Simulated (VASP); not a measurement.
FePt: single point with PBE

The system is FePt.

```xyz
2
Lattice="2.7769 0.0000 0.0000 0.0000 2.7769 0.0000 0.0000 0.0000 3.7930" Properties=species:S:1:pos:R:3 pbc="T T T"
Pt    1.3885    1.3885    1.8965
Fe    0.0000    0.0000    0.0000
```

```
Program             : VASP 6.6.1
Task                : single point
Functional          : PBE
Potentials or basis : VASP PAW PBE potentials, release 64 (Pt, Fe)
Cutoff              : 520 eV
k mesh              : 10 × 10 × 7
Occupations         : fermi-dirac, width 0.05 eV
Spin                : collinear spin, ferromagnetic start
Starting moments    : [0.0, 3.0] μB
```

```yaml
Pressure: -7.9 GPa
Net_moment: 3.39 μB per cell
Site_moments: Pt +0.35; Fe +3.02 μB
Valence_electrons_inside_the_program's_atomic_spheres: Pt 9.31; Fe 6.87
```

Stress tensor (GPa, compression positive):
```
-8.02  0.00  0.00
 0.00 -8.02  0.00
 0.00  0.00 -7.71
```

Levels at points of the mesh, in eV from the Fermi level:
Spin up:
| k point | band 7 | band 8 | band 9 | band 10 | band 11 | band 12 | band 13 | band 14 | band 15 | band 16 |
| --- | --- | --- | --- | --- | --- | --- | --- | --- | --- | --- |
| (0.00, 0.00, 0.00) | -2.20 | -2.00 | -0.59 | -0.54 | -0.54 | 2.24 | 9.07 | 11.28 | 11.28 | 17.07 |
| (0.50, 0.00, 0.00) | -2.59 | -2.50 | -2.25 | -1.56 | -0.07 | 1.80 | 10.08 | 10.08 | 11.86 | 12.57 |
| (0.50, 0.50, 0.00) | -0.67 | -0.65 | -0.65 | 0.42 | 1.60 | 1.60 | 7.00 | 9.30 | 10.60 | 11.99 |
Spin down:
| k point | band 5 | band 6 | band 7 | band 8 | band 9 | band 10 | band 11 | band 12 |
| --- | --- | --- | --- | --- | --- | --- | --- | --- |
| (0.00, 0.00, 0.00) | -2.19 | -0.73 | -0.69 | 0.59 | 1.56 | 1.56 | 1.61 | 2.42 |
| (0.50, 0.00, 0.00) | -2.27 | -1.30 | -1.03 | -0.73 | 0.57 | 0.70 | 2.14 | 2.41 |
| (0.50, 0.50, 0.00) | 0.82 | 1.15 | 1.57 | 1.62 | 1.63 | 1.63 | 1.72 | 1.72 |

Wall time 72 s on 1 thread of Oxide Virtual Turin-like Processor, on a shared host, peak memory 0.18 GiB.

Caveat: the cell stands under tension; spin-orbit coupling is left out, which moves the levels of the heavy elements.
